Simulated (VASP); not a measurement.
The system is Au.

```
Au
1.0
    -2.53576    2.53576    1.38453
     2.53576   -2.53576    1.38453
     2.53576    2.53576   -1.38453
Au
2
Direct
  0.00000 0.00000 0.00000
  0.75000 0.25000 0.50000
```

```yaml
Program: VASP 6.6.1
Task: relaxation of cell and atoms
Functional: BLYP
Potentials_or_basis: VASP PAW PBE potentials, release 64 (Au)
Cutoff: 600 eV
k_mesh: 13 × 13 × 9
Occupations: fermi-dirac, width 0.1 eV
Spin: no spin polarisation
```

At the start: pressure 27.7 GPa; volume 17.81 Å³/atom.

Question: How do energy, volume and symmetry change on relaxing?

Answer: Over 9 steps the energy falls by 281.6 meV/atom and the volume is 21.43 Å³/atom (+20.3 %); space group I4_1/amd (No. 141, to 0.1 Å) before and after.

The path:
```tsv
step	energy change (eV)	largest force (eV/Å)	pressure (GPa)	volume (Å³)
1	0.0000	0.0003	27.75	35.61
2	-0.1131	0.0006	-9.88	53.90
3	-0.5441	0.0008	-1.12	43.33
4	-0.5446	0.0008	-0.75	43.13
5	-0.5447	0.0008	-0.44	42.97
6	-0.5608	0.0009	0.11	42.71
7	-0.5628	0.0015	0.50	42.59
8	-0.5631	0.0023	-0.23	42.97
9	-0.5632	0.0020	0.00	42.85
```

Final structure:
```xyz
2
Lattice="-2.7641 2.7648 1.4025 2.7648 -2.7641 1.4025 2.7627 2.7627 -1.4013" Properties=species:S:1:pos:R:3 pbc="T T T"
Au    2.7647   -2.7641    1.4025
Au   -0.0005    2.7639    0.7019
```

Caveat: the volume moved by over 15 % at a fixed basis, so the end points are rough; the PAW data sets were made with another functional, which shifts forces and pressure a little.
